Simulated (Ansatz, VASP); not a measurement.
# One calculation of As, two programs

```
As
1.0
     1.86776   -5.41584    0.00000
     1.86776    5.41584    0.00000
     0.00000    0.00000    4.30035
As
4
Cartesian
  1.8678 4.1957 0.2392
  1.8678 -4.1957 4.0612
  1.8678 1.2201 2.3894
  1.8678 -1.2201 1.9110
```

Alike in both runs: functional PBE; dispersion D3(BJ); k mesh 12 × 12 × 10; occupations gaussian, width 0.1 eV; no spin polarisation.

Ansatz relaxed the structure, and its values are those at the end. VASP's run is a single point on that final structure, the one shown.

|  | VASP | Ansatz |
| --- | --- | --- |
| version | VASP 6.6.1 | Ansatz 0.2.0 |
| potentials or method | VASP PAW PBE potentials, release 64 (As), cutoff 500 eV | scalar-relativistic, plane waves, PAW |
| valence electrons in the cell | 20 | 60 |

VASP gave:

| Item | Value |
| --- | --- |
| gap on the k mesh at the Fermi level (eV) | none |
| pressure (GPa) | 0.3 |
| rms of the force components (eV/Å) | 0.032 |

Q: What did Ansatz give for the same quantities?

A: gap on the k mesh at the Fermi level (eV): none; pressure (GPa): 0.0; rms of the force components (eV/Å): 0.000.

A gap of «none» marks a metal or a gap that the smearing closes. VASP's potentials hold 20 valence electrons a cell and Ansatz's 60, so a difference there can come from the potentials and not from the codes.
